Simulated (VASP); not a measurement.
# Nb (Im-3m) in VASP: further runs

Nb is run at these levels: PBE; tasks: single point.

Program: VASP 6.6.1. These are calculated values, not measurements. Logs are shortened: lines on timing, memory, paths and dates and some standing lists are left out, and cuts for length are marked.

### 1 The cell of the first run

It takes space group Im-3m (No. 229, cubic). Conventional cell: a = 3.310 Å, b = 3.310 Å, c = 3.310 Å, α = 90.00°, β = 90.00°, γ = 90.00°. Nb (site symmetry m-3m) has 14 Nb at 2.87 to 3.31 Å within 3.8 Å.

### 2 Single point, PBE

File INCAR:

```
ALGO = Normal ; EDIFF = 1E-6
ENCUT = 500 ; GGA = PE
GGA_COMPAT = F ; ISIF = 2
ISMEAR = -1 ; LASPH = T
LCHARG = T ; LELF = T
LREAL = F ; LVHAR = T
LWAVE = F ; NBANDS = 20
NELM = 120 ; PREC = Accurate
SIGMA = 0.1
```

File KPOINTS:

```
k-points
0
Gamma
  2 2 2
```

File POSCAR:

```
Nb
1.0
    3.3098261700      0.0000000000      0.0000000000
    0.0000000000      3.3098261700      0.0000000000
    0.0000000000      0.0000000000      3.3098261700
Nb
2
Direct
    0.0000000000      0.0000000000      0.0000000000
    0.5000000000      0.5000000000      0.5000000000
```

Potentials or basis: VASP PAW PBE potentials, release 64 (Nb_sv).

Command:

```
> cat potpaw_PBE.64/Nb_sv/POTCAR > POTCAR
> mpirun -np 1 vasp_std > vasp.out
```

OUTCAR:

```text
EDIFF = 1E-6
   ENCUT = 500
   GGA = PE
   ISIF = 2
   ISMEAR = -1
   LASPH = T
   LREAL = F
   NELM = 120
   PREC = Accurate

 ion  position               nearest neighbor table
   1  0.000  0.000  0.000-   2 2.87   2 2.87   2 2.87   2 2.87   2 2.87   2 2.87   2 2.87   2 2.87

   2  0.500  0.500  0.500-   1 2.87   1 2.87   1 2.87   1 2.87   1 2.87   1 2.87   1 2.87   1 2.87

  LATTYP: Found a simple cubic cell.
 ALAT       =     3.3098261700

  Lattice vectors:

 A1 = (   3.3098261700,   0.0000000000,   0.0000000000)
 A2 = (   0.0000000000,   3.3098261700,   0.0000000000)
 A3 = (   0.0000000000,   0.0000000000,   3.3098261700)

Analysis of symmetry for initial positions (statically):
=====================================================================
 Subroutine PRICEL returns following result:

  LATTYP: Found a body centered cubic cell.
 ALAT       =     3.3098261700

  Lattice vectors:

 A1 = (   1.6549130850,   1.6549130850,  -1.6549130850)
 A2 = (  -1.6549130850,   1.6549130850,   1.6549130850)
 A3 = (   1.6549130850,  -1.6549130850,   1.6549130850)

   2 primitive cells build up your supercell.

 Routine SETGRP: Setting up the symmetry group for a
 simple cubic supercell.

 Subroutine GETGRP returns: Found 48 space group operations
 (whereof 48 operations were pure point group operations)
 out of a pool of 48 trial point group operations.

The static configuration has the point symmetry O_h .

Analysis of symmetry for dynamics (positions and initial velocities):
=====================================================================
 Subroutine PRICEL returns following result:

  LATTYP: Found a body centered cubic cell.
 ALAT       =     3.3098261700

  Lattice vectors:

 A1 = (   1.6549130850,   1.6549130850,  -1.6549130850)
 A2 = (  -1.6549130850,   1.6549130850,   1.6549130850)
 A3 = (   1.6549130850,  -1.6549130850,   1.6549130850)

   2 primitive cells build up your supercell.

 Routine SETGRP: Setting up the symmetry group for a
 simple cubic supercell.

 Subroutine GETGRP returns: Found 48 space group operations
 (whereof 48 operations were pure point group operations)
 out of a pool of 48 trial point group operations.

The dynamic configuration has the point symmetry O_h .

 Subroutine INISYM returns: Found 48 space group operations
 (whereof 48 operations are pure point group operations),
 and found     2 'primitive' translations

----------------------------------------------------------------------------------------

                                     Primitive cell

  volume of cell :      18.1295

  direct lattice vectors                    reciprocal lattice vectors
     1.654913085  1.654913085 -1.654913085     0.302130671  0.302130671  0.000000000
    -1.654913085  1.654913085  1.654913085    -0.000000000  0.302130671  0.302130671
     1.654913085 -1.654913085  1.654913085     0.302130671  0.000000000  0.302130671

  length of vectors
     2.866393545  2.866393545  2.866393545     0.427277292  0.427277292  0.427277292

  position of ions in fractional coordinates (direct lattice)
     0.000000000  0.000000000  0.000000000

  ion indices of the primitive-cell ions
   primitive index   ion index
                 1           1

----------------------------------------------------------------------------------------

 KPOINTS: k-points

Automatic generation of k-mesh.
 Grid dimensions read from file:
 generate k-points for:    2    2    2

 Generating k-lattice:

  Cartesian coordinates                     Fractional coordinates (reciprocal lattice)
     0.151065335  0.000000000  0.000000000     0.500000000  0.000000000  0.000000000
     0.000000000  0.151065335  0.000000000     0.000000000  0.500000000  0.000000000
     0.000000000  0.000000000  0.151065335     0.000000000  0.000000000  0.500000000

  Length of vectors
     0.151065335  0.151065335  0.151065335

  Shift w.r.t. Gamma in fractional coordinates (k-lattice)
     0.000000000  0.000000000  0.000000000

 Subroutine IBZKPT returns following result:
 ===========================================

 Found      4 irreducible k-points:

 Following reciprocal coordinates:
            Coordinates               Weight
  0.000000  0.000000  0.000000      1.000000
  0.500000  0.000000  0.000000      3.000000
  0.500000  0.500000  0.000000      3.000000
  0.500000  0.500000  0.500000      1.000000
   k-points           NKPTS =      4   k-points in BZ     NKDIM =      4   number of bands    NBANDS=     20
   number of dos      NEDOS =    301   number of ions     NIONS =      2
   total plane-waves  NPLWV =  13824
   dimension x,y,z NGX =    24 NGY =   24 NGZ =   24
   dimension x,y,z NGXF=    48 NGYF=   48 NGZF=   48
   ions per type =               2
   NGX,Y,Z   is equivalent  to a cutoff of  12.05, 12.05, 12.05 a.u.
   NGXF,Y,Z  is equivalent  to a cutoff of  24.11, 24.11, 24.11 a.u.
 SYSTEM =  unknown system
   PREC   = accura    normal or accurate (medium, high low for compatibility)
   ISTART =      0    job   : 0-new  1-cont  2-samecut
   ICHARG =      2    charge: 1-file 2-atom 10-const
   ISPIN  =      1    spin polarized calculation?
   LNONCOLLINEAR =      F non collinear calculations
   LSORBIT =      F    spin-orbit coupling
   LASPH  =      T    aspherical Exc in radial PAW
   ENCUT  =  500.0 eV  36.75 Ry    6.06 a.u.   6.03  6.03  6.03*2*pi/ulx,y,z
   NELM   =    120;   NELMIN=  2; NELMDL= -5     # of ELM steps
   EDIFF  = 0.1E-05   stopping-criterion for ELM
   LREAL  =      F    real-space projection
[... 7 lines left out ...]
   TEBEG  =    0.0;   TEEND  =   0.0 temperature during run
   PSTRESS=    0.0 pullay stress
   NELECT =      26.0000    total number of electrons
   NUPDOWN=      -1.0000    fix difference up-down
   EMIN   =  10.00;   EMAX   =-10.00  energy-range for DOS
   EFERMI =   0.00;   METHOD = LEGACY
   ISMEAR =    -1;   SIGMA  =   0.10  broadening in eV -4-tet -1-fermi 0-gaus
   EFERMI_NEDOS =   21; number of points for ismear=-14 and -15
   IALGO  =     38    algorithm
   IMIX   =      4    mixing-type and parameters
     AMIX     =   0.40;   BMIX     =  1.00
     AMIX_MAG =   1.60;   BMIX_MAG =  1.00
  volume/ion in A,a.u.               =      18.13       122.34
  Fermi-wavevector in a.u.,A,eV,Ry     =   1.465303  2.769021 29.213243  2.147113
  Thomas-Fermi vector in A             =   2.581176
   LORBIT       =      0    0 simple, 1 ext, 2 COOP (PROOUT), +10 PAW based schemes
   GGA     = PE    functional components
   LHFCALC =     F    Hartree Fock is set to
   AEXX    =    0.0000 exact exchange contribution
   IVDW    =     0    specifies the selected vdW correction
   LEPSILON=     F    determine dielectric tensor
   LRPA    =     F    only Hartree local field effects (RPA)
 non-spin polarized calculation
  energy-cutoff  :      500.00
  volume of cell :       36.26
 maximum number of plane-waves:       925
   NGX = 13   NGY = 13   NGZ = 13

 number of electron      25.9999998 magnetization

 Free energy of the ion-electron system (eV)
  ---------------------------------------------------
  ext. energy  EPLUGINS =         0.00000000
  ---------------------------------------------------
  free energy    TOTEN  =       -19.94623598 eV

  energy without entropy =      -19.75216770  energy(sigma->0) =      -19.84920184

 E-fermi :  12.1081     XC(G=0): -12.4294

 val. band max:       11.5989067368   @ k =   0.0000   0.0000   0.0000
 cond. band min:      12.1767551637   @ k =   0.5000   0.0000   0.0000
 fundamental gap:      0.5778484269
 Fermi energy:        12.1081263004

 k-point     1 :       0.0000    0.0000    0.0000
  band No.  band energies     occupation
      1     -43.0198      2.00000
      2     -42.6076      2.00000
      3     -19.2732      2.00000
      4     -19.2732      2.00000
      5     -19.2732      2.00000
      6     -18.3514      2.00000
[... 12 lines left out ...]
     19      16.8363      0.00000
     20      20.1600      0.00000

 k-point     2 :       0.5000    0.0000    0.0000
  band No.  band energies     occupation
      1     -42.7974      2.00000
      2     -42.7974      2.00000
      3     -19.0797      2.00000
      4     -19.0797      2.00000
      5     -18.8041      2.00000
      6     -18.8041      2.00000
[... 12 lines left out ...]
     19      15.9262      0.00000
     20      15.9262      0.00000

 k-point     3 :       0.5000    0.5000    0.0000
  band No.  band energies     occupation
      1     -42.7769      2.00000
      2     -42.7769      2.00000
      3     -19.7003      2.00000
      4     -19.7003      2.00000
      5     -18.7761      2.00000
      6     -18.7761      2.00000
[... 12 lines left out ...]
     19      17.6084      0.00000
     20      17.6084      0.00000

 k-point     4 :       0.5000    0.5000    0.5000
  band No.  band energies     occupation
      1     -42.7578      2.00000
      2     -42.7578      2.00000
      3     -19.0367      2.00000
      4     -19.0367      2.00000
      5     -19.0367      2.00000
      6     -19.0367      2.00000
[... 12 lines left out ...]
     19      20.4930      0.00000
     20      20.4948      0.00000

------------------------ aborting loop because EDIFF is reached ----------------------------------------

  FORCE on cell =-STRESS in cart. coord.  units (eV):
  Direction    XX          YY          ZZ          XY          YZ          ZX
  --------------------------------------------------------------------------------------
  -------------------------------------------------------------------------------------
  Total       -0.9883913     -0.9883913     -0.9883913      0.0000000      0.0000000      0.0000000
  in kB      -43.6740968    -43.6740968    -43.6740968      0.0000000      0.0000000      0.0000000
  external PRESSURE =     -43.6740968 kB  Pullay stress =       0.0000000 kB

 VOLUME and BASIS-vectors are now :
 -----------------------------------------------------------------------------
  energy-cutoff  :      500.00
  volume of cell :       36.26
      direct lattice vectors                 reciprocal lattice vectors
     3.309826170  0.000000000  0.000000000     0.302130671  0.000000000  0.000000000
     0.000000000  3.309826170  0.000000000     0.000000000  0.302130671  0.000000000
     0.000000000  0.000000000  3.309826170     0.000000000  0.000000000  0.302130671

 POSITION                                       TOTAL-FORCE (eV/Angst)
 -----------------------------------------------------------------------------------
      0.00000      0.00000      0.00000         0.000000      0.000000      0.000000
      1.65491      1.65491      1.65491        -0.000000     -0.000000     -0.000000
 -----------------------------------------------------------------------------------
    total drift:                                0.000000      0.000000     -0.000000

  FREE ENERGIE OF THE ION-ELECTRON SYSTEM (eV)
  ---------------------------------------------------
  free  energy   TOTEN  =       -19.9462359766 eV

  energy  without entropy=      -19.7521676952  energy(sigma->0) =      -19.84920184
```

It took 4.3 s on 1 thread of Intel Xeon Platinum 8259CL at 2.50GHz (Skylake/Cascade Lake), shared host; peak memory 0.13 GiB.

What came out:

- Free energy: -19.9462 eV
- Pressure: -4.4 GPa
- Band gap on the k mesh: zero (band 13 reaches 13.37 eV, above the bottom of band 14 at 10.09 eV)

Levels at points of the mesh, in eV from the Fermi level:
| k point | band 9 | band 10 | band 11 | band 12 | band 13 | band 14 | band 15 | band 16 | band 17 | band 18 |
| --- | --- | --- | --- | --- | --- | --- | --- | --- | --- | --- |
| (0.00, 0.00, 0.00) | -6.92 | -4.64 | -4.64 | -0.51 | -0.51 | -0.51 | 2.37 | 2.37 | 4.73 | 4.73 |
| (0.50, 0.00, 0.00) | -3.48 | -3.48 | -2.00 | -2.00 | 0.07 | 0.07 | 0.07 | 0.07 | 1.64 | 1.64 |
| (0.50, 0.50, 0.00) | -4.64 | -4.64 | -2.54 | -2.54 | 1.27 | 1.27 | 2.42 | 2.42 | 3.10 | 3.10 |
| (0.50, 0.50, 0.50) | -2.01 | -2.01 | -2.01 | -2.01 | -2.01 | -2.01 | 3.24 | 3.24 | 3.24 | 3.24 |

Caveat: the k points lie up to 0.95 Å⁻¹ apart.

### 3 Single point, PBE

File INCAR:

```
SYSTEM = Nb
PREC = Accurate
ENCUT = 500
EDIFF = 1E-6
ISMEAR = -1
SIGMA = 0.1
LREAL = .FALSE.
LASPH = .TRUE.
NELM = 120
ALGO = Normal
ISIF = 2
LWAVE = .FALSE.
LCHARG = .FALSE.
GGA = PE
NBANDS = 20
GGA_COMPAT = .FALSE.
```

File KPOINTS:

```
regular mesh
0
G
  2 2 2
  0 0 0
```

POSCAR is that of step 2.

Potentials or basis: VASP PAW PBE potentials, release 64 (Nb_sv).

Command:

```
> cat potpaw_PBE.64/Nb_sv/POTCAR > POTCAR
> mpirun -np 1 vasp_std > vasp.out
```

Wall time 3.8 s (1 thread of Intel Xeon Platinum 8259CL at 2.50GHz (Skylake/Cascade Lake), shared host); peak memory 0.13 GiB.

It converged, with:

```yaml
Free_energy: -19.9462 eV
Pressure: -4.4 GPa
Band_gap_on_the_k_mesh: zero (band 13 reaches 13.37 eV, above the bottom of band 14 at 10.09 eV)
```

Levels at points of the mesh, in eV from the Fermi level:
```csv
k point,band 11,band 12,band 13,band 14,band 15,band 16
"(0.00, 0.00, 0.00)",-4.64,-0.51,-0.51,-0.51,2.37,2.37
"(0.50, 0.00, 0.00)",-2.00,-2.00,0.07,0.07,0.07,0.07
"(0.50, 0.50, 0.00)",-2.54,-2.54,1.27,1.27,2.42,2.42
"(0.50, 0.50, 0.50)",-2.01,-2.01,-2.01,-2.01,3.24,3.24
```

Caveat: the k points lie up to 0.95 Å⁻¹ apart.
